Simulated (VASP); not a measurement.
# Ni (Fm-3m) in VASP: a series of runs, part 2 of 2

VASP 6.6.1.

### Step 3. Electric field gradients, r2SCAN, collinear spin, ferromagnetic start

This run uses another cell than the first one, of 10.94 Å³/atom.

Input file POSCAR:

```
Ni
1.0
    0.0000000000      1.7619350000      1.7619350000
    1.7619350000      0.0000000000      1.7619350000
    1.7619350000      1.7619350000      0.0000000000
Ni
1
Direct
    0.0000000000      0.0000000000      0.0000000000
```

Input file INCAR.step1:

```
SYSTEM = Ni
ALGO = Normal
EDIFF = 1E-4
ENCUT = 520
GGA = PE
ISMEAR = 0
ISPIN = 2
LASPH = .TRUE.
LCHARG = .FALSE.
LMAXMIX = 4
LREAL = .FALSE.
LWAVE = .TRUE.
MAGMOM = 0.9
NBANDS = 15
NELM = 150
PREC = Accurate
SIGMA = 0.05
```

Input file INCAR.step2:

```
SYSTEM = Ni
ALGO = Normal
EDIFF = 1E-8
ENCUT = 520
ISIF = 2
ISMEAR = 0
ISPIN = 2
ISTART = 1
LASPH = .TRUE.
LCHARG = .FALSE.
LEFG = .TRUE.
LMAXMIX = 4
LMIXTAU = .TRUE.
LORBIT = 11
LREAL = .FALSE.
LWAVE = .FALSE.
MAGMOM = 0.9
METAGGA = R2SCAN
NBANDS = 15
NELM = 150
PREC = Accurate
SIGMA = 0.05
```

Input file KPOINTS:

```
k-points
0
G
  22 22 22
  0 0 0
```

Potentials or basis: VASP PAW PBE potentials, release 64 (Ni).

Run with:

```console
cat potpaw_PBE.64/Ni/POTCAR > POTCAR
cp INCAR.step1 INCAR
mpirun -np 1 vasp_std > vasp.out
cp INCAR.step2 INCAR
mpirun -np 1 vasp_std > vasp.out
```

OUTCAR:

```text
SYSTEM = Ni
   EDIFF = 1E-8
   ENCUT = 520
   ISIF = 2
   ISMEAR = 0
   ISPIN = 2
   ISTART = 1
   LASPH = .TRUE.
   LORBIT = 11
   LREAL = .FALSE.
   METAGGA = R2SCAN
   NELM = 150
   PREC = Accurate

 ion  position               nearest neighbor table
   1  0.000  0.000  0.000-

  LATTYP: Found a face centered cubic cell.
 ALAT       =     3.5238700000

  Lattice vectors:

 A1 = (   0.0000000000,   1.7619350000,   1.7619350000)
 A2 = (   1.7619350000,   0.0000000000,   1.7619350000)
 A3 = (   1.7619350000,   1.7619350000,   0.0000000000)

Analysis of symmetry for initial positions (statically):
=====================================================================
 Subroutine PRICEL returns:
 Original cell was already a primitive cell.

 Routine SETGRP: Setting up the symmetry group for a
 face centered cubic supercell.

 Subroutine GETGRP returns: Found 48 space group operations
 (whereof 48 operations were pure point group operations)
 out of a pool of 48 trial point group operations.

The static configuration has the point symmetry O_h .

Analysis of symmetry for dynamics (positions and initial velocities):
=====================================================================
 Subroutine PRICEL returns:
 Original cell was already a primitive cell.

 Routine SETGRP: Setting up the symmetry group for a
 face centered cubic supercell.

 Subroutine GETGRP returns: Found 48 space group operations
 (whereof 48 operations were pure point group operations)
 out of a pool of 48 trial point group operations.

The dynamic configuration has the point symmetry O_h .

Analysis of structural, dynamic, and magnetic symmetry:
=====================================================================
 Subroutine PRICEL returns:
 Original cell was already a primitive cell.

 Routine SETGRP: Setting up the symmetry group for a
 face centered cubic supercell.

 Subroutine GETGRP returns: Found 48 space group operations
 (whereof 48 operations were pure point group operations)
 out of a pool of 48 trial point group operations.

The overall configuration has the point symmetry O_h .

 Subroutine INISYM returns: Found 48 space group operations
 (whereof 48 operations are pure point group operations),
 and found     1 'primitive' translations

----------------------------------------------------------------------------------------

                                     Primitive cell

  volume of cell :      10.9396

  direct lattice vectors                    reciprocal lattice vectors
     0.000000000  1.761935000  1.761935000    -0.283778914  0.283778914  0.283778914
     1.761935000  0.000000000  1.761935000     0.283778914 -0.283778914  0.283778914
     1.761935000  1.761935000  0.000000000     0.283778914  0.283778914 -0.283778914

  length of vectors
     2.491752373  2.491752373  2.491752373     0.491519496  0.491519496  0.491519496

  position of ions in fractional coordinates (direct lattice)
     0.000000000  0.000000000  0.000000000

  ion indices of the primitive-cell ions
   primitive index   ion index
                 1           1

[... 115 lines left out ...]
  free energy    TOTEN  =       -11.93391829 eV

  energy without entropy =      -11.93236179  energy(sigma->0) =      -11.93314004

 E-fermi :   9.2710     XC(G=0): -14.3513

 val. band max:        9.2650398509   @ k =  -0.3182   0.2273   0.0909
 cond. band min:       9.2715374820   @ k =   0.5000   0.1818   0.0909
 fundamental gap:      0.0064976311
 Fermi energy:         9.2709707412

 spin component 1

 k-point     1 :       0.0000    0.0000    0.0000
  band No.  band energies     occupation
      1      -0.1259      1.00000
      2       6.2842      1.00000
      3       6.2843      1.00000
      4       6.2843      1.00000
      5       7.5726      1.00000
      6       7.5726      1.00000
      7      33.7353      0.00000
      8      37.8371      0.00000
      9      37.8371      0.00000
     10      37.8374      0.00000
     11      40.4323      0.00000
     12      40.4323      0.00000
     13      40.4324      0.00000
     14      43.9057      0.00000
[... 403 lines left out ...]
      4       7.7559      1.00000
      5       8.1128      1.00000
      6       9.1389      0.99991
      7      15.1049      0.00000
      8      31.6607      0.00000
      9      33.8518      0.00000
     10      34.4769      0.00000
     11      37.9480      0.00000
     12      38.6975      0.00000
     13      44.3012      0.00000
     14      51.8946      0.00000
     15      55.8514      0.00000

 [... further k-points ...]

 spin component 2

 k-point     1 :       0.0000    0.0000    0.0000
  band No.  band energies     occupation
      1      -0.3796      1.00000
      2       7.6664      1.00000
      3       7.6664      1.00000
      4       7.6664      1.00000
      5       8.3482      1.00000
      6       8.3483      1.00000
      7      33.4674      0.00000
      8      37.9544      0.00000
      9      37.9545      0.00000
     10      37.9545      0.00000
     11      40.7464      0.00000
     12      40.7464      0.00000
     13      40.7464      0.00000
     14      43.9995      0.00000
[... 403 lines left out ...]
      4       8.2856      1.00000
      5       9.3973      0.00018
      6       9.7594      0.00000
      7      15.7789      0.00000
      8      31.6087      0.00000
      9      34.0729      0.00000
     10      34.7413      0.00000
     11      38.1368      0.00000
     12      38.8718      0.00000
     13      44.6604      0.00000
     14      54.6914      0.00000
     15      56.2488      0.00000

 [... further k-points ...]

------------------------ aborting loop because EDIFF is reached ----------------------------------------

  FORCE on cell =-STRESS in cart. coord.  units (eV):
  Direction    XX          YY          ZZ          XY          YZ          ZX
  --------------------------------------------------------------------------------------
  -------------------------------------------------------------------------------------
  Total       -0.5030517     -0.5030517     -0.5030517     -0.0000000     -0.0000000      0.0000000
  in kB      -73.6755825    -73.6755825    -73.6755825     -0.0000000     -0.0000000      0.0000000
  external PRESSURE =     -73.6755825 kB  Pullay stress =       0.0000000 kB

 VOLUME and BASIS-vectors are now :
 -----------------------------------------------------------------------------
  energy-cutoff  :      520.00
  volume of cell :       10.94
      direct lattice vectors                 reciprocal lattice vectors
     0.000000000  1.761935000  1.761935000    -0.283778914  0.283778914  0.283778914
     1.761935000  0.000000000  1.761935000     0.283778914 -0.283778914  0.283778914
     1.761935000  1.761935000  0.000000000     0.283778914  0.283778914 -0.283778914

 POSITION                                       TOTAL-FORCE (eV/Angst)
 -----------------------------------------------------------------------------------
      0.00000      0.00000      0.00000         0.000000     -0.000000      0.000000
 -----------------------------------------------------------------------------------
    total drift:                                0.000000      0.000000      0.000000

  FREE ENERGIE OF THE ION-ELECTRON SYSTEM (eV)
  ---------------------------------------------------
  free  energy   TOTEN  =       -11.9339182934 eV

  energy  without entropy=      -11.9323617852  energy(sigma->0) =      -11.93314004

 Electric field gradients (V/A^2)
---------------------------------------------------------------------
 ion       V_xx      V_yy      V_zz      V_xy      V_xz      V_yz
---------------------------------------------------------------------
   1      -0.000     0.000     0.000    -0.002    -0.002    -0.002
---------------------------------------------------------------------

 Electric field gradients after diagonalization (V/A^2)
 (convention: |V_zz| > |V_xx| > |V_yy|)
----------------------------------------------------------------------
 ion       V_xx      V_yy      V_zz     asymmetry (V_yy - V_xx)/ V_zz
----------------------------------------------------------------------
   1       0.002     0.002    -0.003       0.000
----------------------------------------------------------------------

           NMR quadrupolar parameters

 Cq : quadrupolar parameter    Cq=e*Q*V_zz/h
 eta: asymmetry parameters     (V_yy - V_xx)/ V_zz
 Q  : nuclear electric quadrupole moment in mb (millibarn)
----------------------------------------------------------------------
 ion       Cq(MHz)       eta       Q (mb)
----------------------------------------------------------------------
   1      -0.000       0.000       1.000
----------------------------------------------------------------------

 total charge

# of ion       s       p       d       tot
------------------------------------------
    1        0.512   0.515   8.307   9.334

 magnetization (x)

# of ion       s       p       d       tot
------------------------------------------
    1       -0.009  -0.041   0.829   0.778
```

It took 5.3 min on 1 thread of Intel Xeon 6975P-C (Granite Rapids), shared host; peak memory 0.2 GiB.

What came out:

* Free energy: -11.9339 eV
* Pressure: -7.4 GPa
* Net moment: 0.75 μB per cell
* Site moments: Ni +0.78 μB
* Largest electric field gradient by atom: under 0.05 V/Å² on every atom
* Valence electrons inside the program's atomic spheres: Ni 9.33

Caveat: the cell stands under tension; the PAW data sets were made with another functional, which shifts forces and pressure a little.
